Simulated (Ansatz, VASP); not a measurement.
**Two plane-wave programs on ZnMo2Se4**

```xyz
7
Lattice="3.3784 0.0000 0.0000 -1.6892 2.9257 0.0000 0.0000 0.0000 18.2260" Properties=species:S:1:pos:R:3 pbc="T T T"
Mo    1.6892    0.9752    4.3608
Mo    0.0000    0.0000   14.0938
Se    0.0000    0.0000    6.0745
Se    1.6892    0.9752   12.3736
Se    1.6892    0.9752   15.8010
Se    0.0000    0.0000    2.6499
Zn    0.0000    0.0000    9.4764
```

Alike in both runs: task single point; functional PBE; k mesh 9 × 9 × 2; occupations fermi-dirac, width 0.05 eV; no spin polarisation.

|  | VASP | Ansatz |
| --- | --- | --- |
| version | VASP 6.6.1 | Ansatz 0.2.0 |
| potentials or method | VASP PAW PBE potentials, release 64 (Mo_sv, Se, Zn) | Ansatz PAW |
| plane-wave cutoff (eV) | 520 | 420 |
| valence electrons in the cell | 64 | 104 |

Ansatz gave:

| Quantity | Value |
| --- | --- |
| gap on the k mesh at the Fermi level (eV) | 0.27 |
| least direct gap on the mesh (eV) | 0.27 |
| pressure (GPa) | -4.9 |
| traceless stress, the component that is largest in VASP (GPa) | -0.57 |
| rms of the force components (eV/Å) | 0.385 |

Question: What did VASP give for the same quantities?

Answer: gap on the k mesh at the Fermi level (eV): 0.27; least direct gap on the mesh (eV): 0.27; pressure (GPa): -4.8; traceless stress, the component that is largest in VASP (GPa): -0.54; rms of the force components (eV/Å): 0.373.

Atom by atom the forces differ by 0.011 eV/Å (rms over components). VASP's potentials hold 64 valence electrons a cell and Ansatz's 104, so a difference there can come from the potentials and not from the codes.

Noted on Ansatz's run: odd divisions of the mesh miss points on the zone boundary, where band edges often lie, so the gap on the mesh can be too wide.
